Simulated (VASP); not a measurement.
# MnAl3 (Fm-3m) in VASP: further runs

MnAl3 is run at these levels: PBE; tasks: single point.

Everything below comes from runs of VASP 6.6.1. Logs are shortened: lines on timing, memory, paths and dates and some standing lists are left out, and cuts for length are marked.

### Step 1. The cell of the first run

Symmetry: Fm-3m, No. 225, cubic system. Conventional cell: a = 6.079 Å, b = 6.079 Å, c = 6.079 Å, α = 90.00°, β = 90.00°, γ = 90.00°. Al (site symmetry -43m) has 10 Al at 2.63 to 3.04 Å and 4 Mn at 2.63 Å within 3.5 Å. Al (site symmetry m-3m) has 8 Al at 2.63 Å and 6 Mn at 3.04 Å within 3.5 Å. Mn (site symmetry m-3m) has 14 Al at 2.63 to 3.04 Å within 3.5 Å.

### Step 2. Single point, PBE, collinear spin, ferromagnetic start

INCAR

```
PREC = Accurate ; ENCUT = 520
EDIFF = 1E-7 ; ISMEAR = 0
SIGMA = 0.1 ; LREAL = False
LASPH = True ; NELM = 150
ALGO = Fast ; ISIF = 2
LWAVE = False ; LCHARG = False
ISPIN = 2 ; MAGMOM = 0.16 0.16 0.25 4.03
LORBIT = 11 ; NUPDOWN = 5.0
LMAXMIX = 4 ; GGA = PE
NBANDS = 23
```

KPOINTS

```
Automatic mesh
0
Gamma
  12 12 12
```

POSCAR

```
MnAl3
1.0
    0.0000000000      3.0393544795      3.0393544795
    3.0393544795      0.0000000000      3.0393544795
    3.0393544795      3.0393544795      0.0000000000
Al Mn
3 1
Direct
    0.2500000000      0.2500000000      0.2500000000
    0.7500000000      0.7500000000      0.7500000000
    0.5000000000      0.5000000000      0.5000000000
    0.0000000000      0.0000000000      0.0000000000
```

Potentials or basis: VASP PAW PBE potentials, release 64 (Al, Mn_pv).

Started as:

```
> cat potpaw_PBE.64/Al/POTCAR potpaw_PBE.64/Mn_pv/POTCAR > POTCAR
> mpirun -np 1 vasp_std > vasp.out
```

OUTCAR:

```text
PREC = Accurate
   ENCUT = 520
   EDIFF = 1E-7
   ISMEAR = 0
   LREAL = False
   LASPH = True
   NELM = 150
   ISIF = 2
   ISPIN = 2
   LORBIT = 11
   NUPDOWN = 5.0
   GGA = PE

 ion  position               nearest neighbor table
   1  0.250  0.250  0.250-   4 2.63   4 2.63   4 2.63   3 2.63   4 2.63   3 2.63   3 2.63   3 2.63
                             2 3.04   2 3.04   2 3.04   2 3.04   2 3.04   2 3.04
   2  0.750  0.750  0.750-   3 2.63   3 2.63   3 2.63   3 2.63   4 2.63   4 2.63   4 2.63   4 2.63
                             1 3.04   1 3.04   1 3.04   1 3.04   1 3.04   1 3.04
   3  0.500  0.500  0.500-   1 2.63   1 2.63   1 2.63   1 2.63   2 2.63   2 2.63   2 2.63   2 2.63
                             4 3.04   4 3.04   4 3.04   4 3.04   4 3.04   4 3.04
   4  0.000  0.000  0.000-   2 2.63   2 2.63   2 2.63   1 2.63   2 2.63   1 2.63   1 2.63   1 2.63
                             3 3.04   3 3.04   3 3.04   3 3.04   3 3.04   3 3.04

  LATTYP: Found a face centered cubic cell.
 ALAT       =     6.0787089590

  Lattice vectors:

 A1 = (   0.0000000000,   3.0393544795,   3.0393544795)
 A2 = (   3.0393544795,   0.0000000000,   3.0393544795)
 A3 = (   3.0393544795,   3.0393544795,   0.0000000000)

Analysis of symmetry for initial positions (statically):
=====================================================================
 Subroutine PRICEL returns:
 Original cell was already a primitive cell.

 Routine SETGRP: Setting up the symmetry group for a
 face centered cubic supercell.

 Subroutine GETGRP returns: Found 48 space group operations
 (whereof 48 operations were pure point group operations)
 out of a pool of 48 trial point group operations.

The static configuration has the point symmetry O_h .

Analysis of symmetry for dynamics (positions and initial velocities):
=====================================================================
 Subroutine PRICEL returns:
 Original cell was already a primitive cell.

 Routine SETGRP: Setting up the symmetry group for a
 face centered cubic supercell.

 Subroutine GETGRP returns: Found 48 space group operations
 (whereof 48 operations were pure point group operations)
 out of a pool of 48 trial point group operations.

The dynamic configuration has the point symmetry O_h .

Analysis of structural, dynamic, and magnetic symmetry:
=====================================================================
 Subroutine PRICEL returns:
 Original cell was already a primitive cell.

 Routine SETGRP: Setting up the symmetry group for a
 face centered cubic supercell.

 Subroutine GETGRP returns: Found 48 space group operations
 (whereof 48 operations were pure point group operations)
 out of a pool of 48 trial point group operations.

[... 134 lines left out ...]
   LRPA    =     F    only Hartree local field effects (RPA)
 spin polarized calculation
 RMM-DIIS sequential band-by-band and
 Gauss-broadening in eV      SIGMA  =   0.10
  energy-cutoff  :      520.00
  volume of cell :       56.15
 maximum number of plane-waves:      1540
   NGX = 15   NGY = 15   NGZ = 15

 number of electron      22.0000009 magnetization       4.9999699

 Free energy of the ion-electron system (eV)
  ---------------------------------------------------
  ext. energy  EPLUGINS =         0.00000000
  ---------------------------------------------------
  free energy    TOTEN  =       -18.67771604 eV

  energy without entropy =      -18.66338128  energy(sigma->0) =      -18.67054866

 E-fermi :   8.8136     XC(G=0): -11.1748

 val. band max:       10.5353253467   @ k =   0.4167   0.1667   0.0833
 cond. band min:       8.8149818331   @ k =  -0.4167   0.1667   0.0000
 fundamental gap:     -1.7203435136
 Fermi energy:        10.5362071755

 spin component 1

 k-point     1 :       0.0000    0.0000    0.0000
  band No.  band energies     occupation
      1     -40.7699      1.00000
      2     -40.7699      1.00000
      3     -40.7699      1.00000
      4      -2.2849      1.00000
      5       5.2480      1.00000
      6       5.2480      1.00000
[... 613 lines left out ...]
     22      19.5169      0.00000
     23      20.4717      0.00000

 [... further k-points ...]

 spin component 2

 k-point     1 :       0.0000    0.0000    0.0000
  band No.  band energies     occupation
      1     -36.9820      1.00000
      2     -36.9820      1.00000
      3     -36.9820      1.00000
      4      -1.7186      1.00000
      5       7.0811      1.00000
      6       7.0811      1.00000
[... 613 lines left out ...]
     22      20.1585      0.00000
     23      21.1458      0.00000

 [... further k-points ...]

------------------------ aborting loop because EDIFF is reached ----------------------------------------

  FORCE on cell =-STRESS in cart. coord.  units (eV):
  Direction    XX          YY          ZZ          XY          YZ          ZX
  --------------------------------------------------------------------------------------
  -------------------------------------------------------------------------------------
  Total        6.5566368      6.5566368      6.5566368      0.0000000      0.0000000     -0.0000000
  in kB      187.0758163    187.0758163    187.0758163      0.0000000      0.0000000     -0.0000000
  external PRESSURE =     187.0758163 kB  Pullay stress =       0.0000000 kB

 VOLUME and BASIS-vectors are now :
 -----------------------------------------------------------------------------
  energy-cutoff  :      520.00
  volume of cell :       56.15
      direct lattice vectors                 reciprocal lattice vectors
     0.000000000  3.039354480  3.039354480    -0.164508616  0.164508616  0.164508616
     3.039354480  0.000000000  3.039354480     0.164508616 -0.164508616  0.164508616
     3.039354480  3.039354480  0.000000000     0.164508616  0.164508616 -0.164508616

 POSITION                                       TOTAL-FORCE (eV/Angst)
 -----------------------------------------------------------------------------------
      1.51968      1.51968      1.51968         0.000000      0.000000      0.000000
      4.55903      4.55903      4.55903        -0.000000     -0.000000     -0.000000
      3.03935      3.03935      3.03935         0.000000     -0.000000     -0.000000
      0.00000      0.00000      0.00000         0.000000     -0.000000     -0.000000
 -----------------------------------------------------------------------------------
    total drift:                                0.000000     -0.000000      0.000000

  FREE ENERGIE OF THE ION-ELECTRON SYSTEM (eV)
  ---------------------------------------------------
  free  energy   TOTEN  =       -18.6777160431 eV

  energy  without entropy=      -18.6633812777  energy(sigma->0) =      -18.67054866

 total charge

# of ion       s       p       d       tot
------------------------------------------
    1        0.438   0.395   0.000   0.833
    2        0.438   0.395   0.000   0.833
    3        0.441   0.392   0.000   0.833
    4        0.343   6.288   5.029  11.661
--------------------------------------------------
tot          1.659   7.471   5.029  14.159

 magnetization (x)

# of ion       s       p       d       tot
------------------------------------------
    1        0.038   0.027   0.000   0.066
    2        0.038   0.027   0.000   0.066
    3        0.087   0.045   0.000   0.131
    4        0.055   0.123   3.522   3.700
--------------------------------------------------
tot          0.218   0.222   3.522   3.962
```

stdout:

```text
POSCAR found type information on POSCAR AlMn
 POSCAR found :  2 types and       4 ions
 scaLAPACK will be used
 LDA part: xc-table for (Slater+PW92), standard interpolation
 POSCAR, INCAR and KPOINTS ok, starting setup
 FFT: planning ... GRIDC
 FFT: planning ... GRID_SOFT
 FFT: planning ... GRID
 WAVECAR not read
 entering main loop
```

Run time: 3.4 min. Hardware: 1 thread of Intel Xeon Platinum 8375C at 2.90GHz (Ice Lake), shared host; peak memory 0.29 GiB.

Results:

```
Free energy                                           : -18.6777 eV
Pressure                                              : 18.7 GPa
Net moment                                            : 5.00 μB per cell
Site moments                                          : Al +0.07, +0.13 (each value once); Mn +3.70 μB
Valence electrons inside the program's atomic spheres : Al 0.83; Mn 11.66
```

Caveat: the cell stands under pressure; the total moment is fixed, so each spin has its own Fermi level and the state may be an excited one.

### Step 3. Single point, PBE, collinear spin, antiferromagnetic start

This run uses another cell than the first one: it holds 8 atoms, not 4.

INCAR

```
SYSTEM = MnAl3
  PREC = Accurate
  ENCUT = 520
  EDIFF = 1E-6
  ISMEAR = 0
  SIGMA = 0.1
  LREAL = .False.
  LASPH = .True.
  NELM = 150
  ALGO = Normal
  ISIF = 2
  LWAVE = .False.
  LCHARG = .False.
  ISPIN = 2
  MAGMOM = 0 0 0 0 0 0 4 -4
  LORBIT = 11
  LMAXMIX = 4
  GGA = PE
  NBANDS = 36
```

KPOINTS

```
regular mesh
0
Gamma
  12 12 6
  0 0 0
```

POSCAR

```
MnAl3
1.0
    0.0000000000      3.0393544795      3.0393544795
    3.0393544795      0.0000000000      3.0393544795
    6.0787089589      6.0787089589      0.0000000000
Al Mn
6 2
Direct
    0.2500000000      0.2500000000      0.1250000000
    0.7500000000      0.7500000000      0.3750000000
    0.5000000000      0.5000000000      0.2500000000
    0.2500000000      0.2500000000      0.6250000000
    0.7500000000      0.7500000000      0.8750000000
    0.5000000000      0.5000000000      0.7500000000
    0.0000000000      1.0000000000      0.0000000000
    0.0000000000      1.0000000000      0.5000000000
```

Potentials or basis: VASP PAW PBE potentials, release 64 (Al, Mn_pv).

Started as:

```
> cat potpaw_PBE.64/Al/POTCAR potpaw_PBE.64/Mn_pv/POTCAR > POTCAR
> mpirun -np 1 vasp_std > vasp.out
```

It took 23 min on 1 thread of Oxide Virtual Turin-like, shared host; peak memory 0.64 GiB.

The run converged. Its results:

| Quantity | Value |
| --- | --- |
| Free energy | -39.9477 eV |
| Pressure | 2.2 GPa |
| Band gap on the k mesh | zero (filled and empty bands overlap) |
| Net moment | 0.00 μB per cell |
| Site moments | Al -0.00, +0.00 (each value once); Mn +2.04, -2.04 μB |
| Valence electrons inside the program's atomic spheres | Al 0.80, 0.79 (each value once); Mn 11.78 |

Stress tensor (GPa, compression positive):
```
 2.17  1.21 -1.21
 1.21  2.17 -1.21
-1.21 -1.21  2.17
```

Levels at points of the mesh, in eV from the Fermi level:
Spin up:
```csv
k point,band 20,band 21,band 22,band 23,band 24,band 25
"(0.00, 0.00, 0.00)",-0.47,-0.47,-0.21,-0.09,-0.09,-0.08
"(0.50, 0.00, 0.00)",-0.74,-0.50,-0.49,-0.26,-0.19,0.05
"(0.00, 0.00, 0.50)",-0.66,0.32,0.32,0.73,0.87,0.87
"(0.50, 0.00, 0.50)",-0.93,-0.33,-0.17,0.32,0.40,0.43
```
Spin down:
| k point | band 20 | band 21 | band 22 | band 23 | band 24 | band 25 |
| --- | --- | --- | --- | --- | --- | --- |
| (0.00, 0.00, 0.00) | -0.47 | -0.47 | -0.21 | -0.09 | -0.09 | -0.08 |
| (0.50, 0.00, 0.00) | -0.74 | -0.50 | -0.49 | -0.26 | -0.19 | 0.05 |
| (0.00, 0.00, 0.50) | -0.66 | 0.32 | 0.32 | 0.73 | 0.87 | 0.87 |
| (0.50, 0.00, 0.50) | -0.93 | -0.33 | -0.17 | 0.32 | 0.40 | 0.43 |

Caveat: the antiferromagnetic order is the one typed at the start, and another may lie lower.

The gap in the log of VASP goes by the Fermi energy; the results here count the filled bands.